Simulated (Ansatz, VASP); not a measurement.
# Li2Sb3 in VASP and in Ansatz

```
Li Sb
1.0
     4.66468    0.00000    0.00000
    -2.33234    4.03974    0.00000
     0.00000    0.00000    6.19366
Li Sb
2 3
Direct
  0.33333 0.66667 0.13932
  0.66667 0.33333 0.86068
  0.00000 0.00000 0.00000
  0.33333 0.66667 0.63413
  0.66667 0.33333 0.36587
```

Alike in both runs: functional PBE; k mesh 6 × 6 × 4; occupations gaussian, width 0.1 eV; no spin polarisation.

Ansatz relaxed the structure, and its values are those at the end. VASP's run is a single point on that final structure, the one shown.

|  | VASP | Ansatz |
| --- | --- | --- |
| version | VASP 6.6.1 | Ansatz 0.2.0 |
| potentials or method | VASP PAW PBE potentials, release 64 (Li_sv, Sb), cutoff 520 eV | scalar-relativistic, plane waves, PAW |
| valence electrons in the cell | 21 | 51 |

Ansatz gave:

| Quantity | Value |
| --- | --- |
| gap on the k mesh at the Fermi level (eV) | none |
| rms of the force components (eV/Å) | 0.005 |

Problem. What did VASP give for the same quantities?

Solution. gap on the k mesh at the Fermi level (eV): none; rms of the force components (eV/Å): 0.007.

A gap of «none» marks a metal or a gap that the smearing closes. The functional is the same, so the differences come from potentials, cutoffs and numerics. VASP's potentials hold 21 valence electrons a cell and Ansatz's 51, so a difference there can come from the potentials and not from the codes.

Spin-orbit coupling is off throughout. Noted on VASP's run: the cutoff is short for stress, so the pressure is rough.
